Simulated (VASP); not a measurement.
TaN:

```
CELL_PARAMETERS angstrom
2.93800 0.00000 0.00000
-1.46900 2.54438 0.00000
0.00000 0.00000 2.88300
ATOMIC_POSITIONS crystal
Ta 0.33333 0.66667 0.50000
N 0.00000 0.00000 0.00000
```

Base run:

* Program: VASP 6.6.1
* Functional: BLYP
* Potentials or basis: VASP PAW PBE potentials, release 64 (Ta_pv, N)
* Cutoff: 520 eV
* k mesh: 13 × 13 × 12
* Occupations: gaussian, width 0.1 eV
* Spin: no spin polarisation

Its results: band gap on the k mesh zero (bands 8 and 9 overlap by 0.32 eV); pressure 18.0 GPa.

Problem. The run is repeated on the same cell with these changes: functional from BLYP to LDA; potentials or basis from VASP PAW PBE potentials, release 64 (Ta_pv, N) to VASP PAW LDA potentials, release 64 (Ta_pv, N). What comes out?

Solution. Band gap on the k mesh zero (bands 8 and 9 overlap by 0.31 eV); pressure -9.8 GPa.

Caveats: spin-orbit coupling is left out, which moves the levels of the heavy elements; the cell stands under pressure (at least some runs); the PAW data sets were made with another functional, which shifts forces and pressure a little (at least some runs); the cell stands under tension (at least some runs).
